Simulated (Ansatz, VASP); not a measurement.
**One calculation of Bi, two programs**

Contents of INCAR:

```
SYSTEM = Bi
  PREC = Accurate
  ENCUT = 520
  EDIFF = 1E-8
  ISMEAR = -1
  SIGMA = 0.03
  LREAL = .False.
  LASPH = .True.
  NELM = 100
  ALGO = Normal
  ISIF = 2
  LWAVE = .False.
  LCHARG = .False.
  GGA = PS
  LEFG = .True.
  NBANDS = 22
```

The input KPOINTS:

```
regular mesh
0
Gamma
  9 9 3
  0 0 0
```

File POSCAR:

```
Bi
1.0
    4.5390002997     -0.0680850045     -0.0680850045
   -2.3284634934      3.9649320696     -0.0249208413
   -0.1774350000     -0.1774350000     11.8290000000
Bi
2
Direct
    0.3333333333      0.6666666667      0.2500000000
    0.6666666667      0.3333333333      0.7500000000
```

Input for Ansatz:

```yaml
crystal:
  lattice:
    - [4.5390002997, -0.0680850045, -0.0680850045]
    - [-2.3284634934, 3.9649320696, -0.0249208413]
    - [-0.177435, -0.177435, 11.829]
  atoms:
    - { symbol: Bi, position: [0.3333333333, 0.6666666667, 0.25] }
    - { symbol: Bi, position: [0.6666666667, 0.3333333333, 0.75] }
kpoints:
  mp_grid: { grid: [9, 9, 3] }
scf:
  occupations: { method: fermi_dirac, width: 0.03 }
hamiltonian:
  xc: pbesol
  pseudopotentials: { kind: paw }
output:
  forces: true
  stress: true
  eigenvalues: true
  efg: { contact_densities: true }
```

Change from the starting cell: equal xy, yz and zx shear strains of -3 %, PAW files.

Alike in both runs: task electric field gradients; functional PBEsol; k mesh 9 × 9 × 3; occupations fermi-dirac, width 0.03 eV; no spin polarisation.

|  | VASP | Ansatz |
| --- | --- | --- |
| version | VASP 6.6.1 | Ansatz 0.2.0 |
| potentials or method | VASP PAW PBE potentials, release 64 (Bi_d) | PAW with Ansatz's default frozen-core files, scalar-relativistic |
| plane-wave cutoff (eV) | 520 | 420 |
| valence electrons in the cell | 30 | 30 |

Ansatz gave:

```
pressure (GPa)                                                : -3.5
traceless stress, the component that is largest in VASP (GPa) : 3.15
size of Vzz on the site where it differs most (V/Å²)          : 123.7
```

Q: Which values does VASP return?

A: Pressure (GPa): -3.6; traceless stress, the component that is largest in VASP (GPa): 3.15; size of Vzz on the site where it differs most (V/Å²): 129.9.

VASP's potentials were made for PBE, not for PBEsol.

Spin-orbit coupling is off throughout.
